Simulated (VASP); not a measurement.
A run of VASP 6.6.1:

Contents of INCAR:

```
SYSTEM = SiHg2
  PREC = Accurate
  ENCUT = 520
  EDIFF = 1E-7
  ISMEAR = 0
  SIGMA = 0.1
  LREAL = .False.
  LASPH = .True.
  NELM = 60
  ALGO = Fast
  ISIF = 2
  LWAVE = .False.
  LCHARG = .False.
  GGA = PE
  NBANDS = 21
```

The input KPOINTS:

```
regular mesh
0
Gamma
  12 12 12
  0 0 0
```

File POSCAR:

```
SiHg2
1.0
    0.0000000000      3.2881119511      3.2881119511
    3.2881119511      0.0000000000      3.2881119511
    3.2881119511      3.2881119511      0.0000000000
Si Hg
1 2
Direct
    0.0000000000      0.0000000000      0.0000000000
    0.2500000000      0.2500000000      0.2500000000
    0.7500000000      0.7500000000      0.7500000000
```

Potentials or basis: VASP PAW PBE potentials, release 64 (Si, Hg).

Launch:

```bash
$ cat potpaw_PBE.64/Si/POTCAR potpaw_PBE.64/Hg/POTCAR > POTCAR
$ mpirun -np 1 vasp_std > vasp.out
```

Hardware: 1 thread of Intel(R) Xeon(R) Platinum 8488C (Sapphire Rapids), on a shared host.

Question: Estimate the wall time of this run.

Answer: Wall time 2.7 min on 1 thread of Intel(R) Xeon(R) Platinum 8488C (Sapphire Rapids) (shared host), peak memory 0.26 GiB. Counts: scf iterations 15, k points 72.
